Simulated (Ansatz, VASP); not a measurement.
# AlP in VASP and in Ansatz

```
Al P
1.0
     0.00000    2.71693    2.71693
     2.71693    0.00000    2.71693
     2.71693    2.71693    0.00000
Al P
1 1
Direct
  0.00000 0.00000 0.00000
  0.75000 0.75000 0.75000
```

Alike in both runs: functional LDA; k mesh 10 × 10 × 10; no spin polarisation.

Ansatz relaxed the structure, and its values are those at the end. VASP's run is a single point on that final structure, the one shown.

|  | VASP | Ansatz |
| --- | --- | --- |
| version | VASP 6.6.1 | Ansatz 0.2.0 |
| potentials or method | VASP PAW LDA potentials, release 64 (Al, P) | PAW with Ansatz's default frozen-core files, scalar-relativistic |
| plane-wave cutoff (eV) | 500 | 420 |
| occupations | gaussian, width 0.01 eV | fixed |
| valence electrons in the cell | 8 | 8 |

|  | VASP | Ansatz | Ansatz less VASP |
| --- | --- | --- | --- |
| gap on the k mesh at the Fermi level (eV) | 1.41 | 1.42 | +0.005 |
| pressure (GPa) | 0.0 | 0.0 | -0.05 |

LDA's correlation is that of Perdew and Zunger in VASP and of Perdew and Wang (1992) in Ansatz.
